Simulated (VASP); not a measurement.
# PPt (Fm-3m) in VASP: notebook

PPt is run at these levels: PBEsol; tasks: single point.

Program: VASP 6.6.1. These are calculated values, not measurements. Logs are shortened: lines on timing, memory, paths and dates and some standing lists are left out, and cuts for length are marked.

## (1) The cell of the first run

Symmetry: Fm-3m, No. 225, cubic system. Conventional cell: a = 4.844 Å, b = 4.844 Å, c = 4.844 Å, α = 90.00°, β = 90.00°, γ = 90.00°. Pt (site symmetry m-3m) has 6 P at 2.42 Å within 3.2 Å. P (site symmetry m-3m) has 6 Pt at 2.42 Å within 3.2 Å.

## (2) Single point, PBEsol

The input, INCAR:

```
PREC     = Accurate       # precision mode
ENCUT    = 520            # plane-wave cutoff, eV
EDIFF    = 1E-7           # SCF threshold, eV
ISMEAR   = 0              # smearing method
SIGMA    = 0.05           # smearing width, eV
LREAL    = False          # projectors in reciprocal space
LASPH    = True           # aspherical terms in the spheres
NELM     = 100            # most SCF steps
ALGO     = Normal         # electronic algorithm
ISIF     = 2              # what is computed and relaxed
LWAVE    = False          # write WAVECAR
LCHARG   = False          # write CHGCAR
GGA      = PS             # functional
NBANDS   = 14             # bands
```

The input, KPOINTS:

```
Automatic mesh
0
Gamma
  12 12 12
```

The input, POSCAR:

```
PPt
1.0
    0.0000000000      2.4221332191      2.4221332191
    2.4221332191      0.0000000000      2.4221332191
    2.4221332191      2.4221332191      0.0000000000
Pt P
1 1
Direct
    0.5000000000      0.5000000000      0.5000000000
    0.0000000000      0.0000000000      0.0000000000
```

Potentials or basis: VASP PAW PBE potentials, release 64 (Pt, P).

On the command line:

```
$ cat potpaw_PBE.64/Pt/POTCAR potpaw_PBE.64/P/POTCAR > POTCAR
$ mpirun -np 1 vasp_std > vasp.out
```

OUTCAR:

```text
PREC = Accurate
   ENCUT = 520
   EDIFF = 1E-7
   ISMEAR = 0
   LREAL = False
   LASPH = True
   NELM = 100
   ISIF = 2
   GGA = PS

 ion  position               nearest neighbor table
   1  0.500  0.500  0.500-   2 2.42   2 2.42   2 2.42   2 2.42   2 2.42   2 2.42
   2  0.000  0.000  0.000-   1 2.42   1 2.42   1 2.42   1 2.42   1 2.42   1 2.42

  LATTYP: Found a face centered cubic cell.
 ALAT       =     4.8442664382

  Lattice vectors:

 A1 = (   0.0000000000,   2.4221332191,   2.4221332191)
 A2 = (   2.4221332191,   0.0000000000,   2.4221332191)
 A3 = (   2.4221332191,   2.4221332191,   0.0000000000)

Analysis of symmetry for initial positions (statically):
=====================================================================
 Subroutine PRICEL returns:
 Original cell was already a primitive cell.

 Routine SETGRP: Setting up the symmetry group for a
 face centered cubic supercell.

 Subroutine GETGRP returns: Found 48 space group operations
 (whereof 48 operations were pure point group operations)
 out of a pool of 48 trial point group operations.

The static configuration has the point symmetry O_h .

Analysis of symmetry for dynamics (positions and initial velocities):
=====================================================================
 Subroutine PRICEL returns:
 Original cell was already a primitive cell.

 Routine SETGRP: Setting up the symmetry group for a
 face centered cubic supercell.

 Subroutine GETGRP returns: Found 48 space group operations
 (whereof 48 operations were pure point group operations)
 out of a pool of 48 trial point group operations.

The dynamic configuration has the point symmetry O_h .

 Subroutine INISYM returns: Found 48 space group operations
 (whereof 48 operations are pure point group operations),
 and found     1 'primitive' translations

----------------------------------------------------------------------------------------

                                     Primitive cell

  volume of cell :      28.4200

  direct lattice vectors                    reciprocal lattice vectors
     0.000000000  2.422133219  2.422133219    -0.206429603  0.206429603  0.206429603
     2.422133219  0.000000000  2.422133219     0.206429603 -0.206429603  0.206429603
     2.422133219  2.422133219  0.000000000     0.206429603  0.206429603 -0.206429603

  length of vectors
     3.425413648  3.425413648  3.425413648     0.357546561  0.357546561  0.357546561

  position of ions in fractional coordinates (direct lattice)
     0.500000000  0.500000000  0.500000000
     0.000000000  0.000000000  0.000000000

  ion indices of the primitive-cell ions
[... 88 lines left out ...]
   EMIN   =  10.00;   EMAX   =-10.00  energy-range for DOS
   EFERMI =   0.00;   METHOD = LEGACY
   ISMEAR =     0;   SIGMA  =   0.05  broadening in eV -4-tet -1-fermi 0-gaus
   EFERMI_NEDOS =   21; number of points for ismear=-14 and -15
   IALGO  =     38    algorithm
   IMIX   =      4    mixing-type and parameters
     AMIX     =   0.40;   BMIX     =  1.00
     AMIX_MAG =   1.60;   BMIX_MAG =  1.00
  volume/ion in A,a.u.               =      14.21        95.89
  Fermi-wavevector in a.u.,A,eV,Ry     =   1.323012  2.500131 23.815116  1.750362
  Thomas-Fermi vector in A             =   2.452651
   LORBIT       =      0    0 simple, 1 ext, 2 COOP (PROOUT), +10 PAW based schemes
   GGA     = PS    functional components
   LHFCALC =     F    Hartree Fock is set to
   AEXX    =    0.0000 exact exchange contribution
   IVDW    =     0    specifies the selected vdW correction
   LEPSILON=     F    determine dielectric tensor
   LRPA    =     F    only Hartree local field effects (RPA)
 non-spin polarized calculation
 Gauss-broadening in eV      SIGMA  =   0.05
  energy-cutoff  :      520.00
  volume of cell :       28.42
 maximum number of plane-waves:       778
 NGX is ok and might be reduce to    28
   NGX = 13   NGY = 13   NGZ = 13

 number of electron      15.0000001 magnetization

 Free energy of the ion-electron system (eV)
  ---------------------------------------------------
  ext. energy  EPLUGINS =         0.00000000
  ---------------------------------------------------
  free energy    TOTEN  =       -13.05059688 eV

  energy without entropy =      -13.04843439  energy(sigma->0) =      -13.04951563

 E-fermi :  11.2679     XC(G=0): -12.6809

 val. band max:       11.2507214080   @ k =   0.3333   0.2500   0.0833
 cond. band min:      11.2774407937   @ k =  -0.4167   0.3333   0.0833
 fundamental gap:      0.0267193857
 Fermi energy:        11.2678661366

 k-point     1 :       0.0000    0.0000    0.0000
  band No.  band energies     occupation
      1      -3.6060      2.00000
      2       6.6088      2.00000
      3       6.6088      2.00000
      4       6.6088      2.00000
      5       6.6670      2.00000
      6       6.6671      2.00000
      7      11.2489      1.40796
      8      11.2489      1.40796
      9      11.2489      1.40796
     10      17.3762      0.00000
     11      20.8725      0.00000
     12      23.3934      0.00000
     13      23.3934      0.00000
     14      23.3934      0.00000
[... 377 lines left out ...]
      1      -0.2200      2.00000
      2       2.6452      2.00000
      3       4.8113      2.00000
      4       4.8499      2.00000
      5       8.2295      2.00000
      6       8.3074      2.00000
      7       9.0932      2.00000
      8      13.0027      0.00000
      9      14.7846      0.00000
     10      16.0174      0.00000
     11      19.0905      0.00000
     12      19.6588      0.00000
     13      21.9445      0.00000
     14      24.0603      0.00000

 [... further k-points ...]

------------------------ aborting loop because EDIFF is reached ----------------------------------------

  FORCE on cell =-STRESS in cart. coord.  units (eV):
  Direction    XX          YY          ZZ          XY          YZ          ZX
  --------------------------------------------------------------------------------------
  -------------------------------------------------------------------------------------
  Total        2.9813664      2.9813664      2.9813664      0.0000000      0.0000000      0.0000000
  in kB      168.0745127    168.0745127    168.0745127      0.0000000      0.0000000      0.0000000
  external PRESSURE =     168.0745127 kB  Pullay stress =       0.0000000 kB

 VOLUME and BASIS-vectors are now :
 -----------------------------------------------------------------------------
  energy-cutoff  :      520.00
  volume of cell :       28.42
      direct lattice vectors                 reciprocal lattice vectors
     0.000000000  2.422133219  2.422133219    -0.206429603  0.206429603  0.206429603
     2.422133219  0.000000000  2.422133219     0.206429603 -0.206429603  0.206429603
     2.422133219  2.422133219  0.000000000     0.206429603  0.206429603 -0.206429603

 POSITION                                       TOTAL-FORCE (eV/Angst)
 -----------------------------------------------------------------------------------
      2.42213      2.42213      2.42213        -0.000000     -0.000000     -0.000000
      0.00000      0.00000      0.00000         0.000000      0.000000      0.000000
 -----------------------------------------------------------------------------------
    total drift:                                0.000000      0.000000      0.000000

  FREE ENERGIE OF THE ION-ELECTRON SYSTEM (eV)
  ---------------------------------------------------
  free  energy   TOTEN  =       -13.0505968763 eV

  energy  without entropy=      -13.0484343857  energy(sigma->0) =      -13.04951563
```

OSZICAR:

```text
N       E                     dE             d eps       ncg     rms          rms(c)
DAV:   1     0.586995894616E+02    0.58700E+02   -0.69583E+03  2016   0.939E+02
DAV:   2    -0.120037833562E+02   -0.70703E+02   -0.64451E+02  2516   0.199E+02
DAV:   3    -0.136895615462E+02   -0.16858E+01   -0.16722E+01  2484   0.285E+01
DAV:   4    -0.136980768121E+02   -0.85153E-02   -0.85146E-02  2382   0.243E+00
DAV:   5    -0.136981538166E+02   -0.77005E-04   -0.77002E-04  2502   0.233E-01    0.162E+01
DAV:   6    -0.131223375274E+02    0.57582E+00   -0.22654E+00  2178   0.139E+01    0.804E+00
DAV:   7    -0.130669067292E+02    0.55431E-01   -0.16138E-01  2118   0.397E+00    0.480E+00
DAV:   8    -0.130510375261E+02    0.15869E-01   -0.19962E-02  2190   0.112E+00    0.327E-01
DAV:   9    -0.130506577157E+02    0.37981E-03   -0.92551E-04  2382   0.249E-01    0.220E-01
DAV:  10    -0.130506019911E+02    0.55725E-04   -0.37481E-04  2250   0.124E-01    0.269E-02
DAV:  11    -0.130505980941E+02    0.38970E-05   -0.14114E-05  2424   0.307E-02    0.130E-02
DAV:  12    -0.130505973235E+02    0.77062E-06   -0.76339E-07  2334   0.615E-03    0.681E-03
DAV:  13    -0.130505968952E+02    0.42832E-06   -0.28966E-07  2208   0.349E-03    0.479E-04
DAV:  14    -0.130505968763E+02    0.18864E-07   -0.67184E-09  1122   0.652E-04
   1 F= -.13050597E+02 E0= -.13049516E+02  d E =-.216249E-02
```

stdout:

```text
POSCAR found type information on POSCAR PtP
 POSCAR found :  2 types and       2 ions
 scaLAPACK will be used
 -----------------------------------------------------------------------------
|                                                                             |
|                                                                             |
|     You enforced a specific xc type in the INCAR file but a different       |
|     I HOPE YOU KNOW WHAT YOU ARE DOING!                                     |
|                                                                             |
 -----------------------------------------------------------------------------

 LDA part: xc-table for (Slater+PW92), standard interpolation
 POSCAR, INCAR and KPOINTS ok, starting setup
 FFT: planning ... GRIDC
 FFT: planning ... GRID_SOFT
 FFT: planning ... GRID
 WAVECAR not read
 entering main loop
```

Wall time 14 s (1 thread of Intel Xeon 6975P-C (Granite Rapids), shared host); peak memory 0.17 GiB.

What came out:

| Property | Result |
| --- | --- |
| Free energy | -13.0506 eV |
| Pressure | 16.8 GPa |

Levels at points of the mesh, in eV from the Fermi level:
| k point | band 4 | band 5 | band 6 | band 7 | band 8 | band 9 | band 10 | band 11 |
| --- | --- | --- | --- | --- | --- | --- | --- | --- |
| (0.00, 0.00, 0.00) | -4.66 | -4.60 | -4.60 | -0.02 | -0.02 | -0.02 | 6.11 | 9.60 |
| (0.50, 0.00, 0.00) | -6.63 | -2.96 | -2.96 | -1.98 | 3.62 | 5.36 | 5.36 | 5.93 |
| (0.50, 0.50, 0.00) | -3.84 | -2.58 | -2.58 | -2.47 | -2.47 | -1.45 | 2.22 | 9.31 |

Caveat: the PAW data sets were made with another functional, which shifts forces and pressure a little; spin-orbit coupling is left out, which moves the levels of the heavy elements.

(Continued in part 2 of 2.)
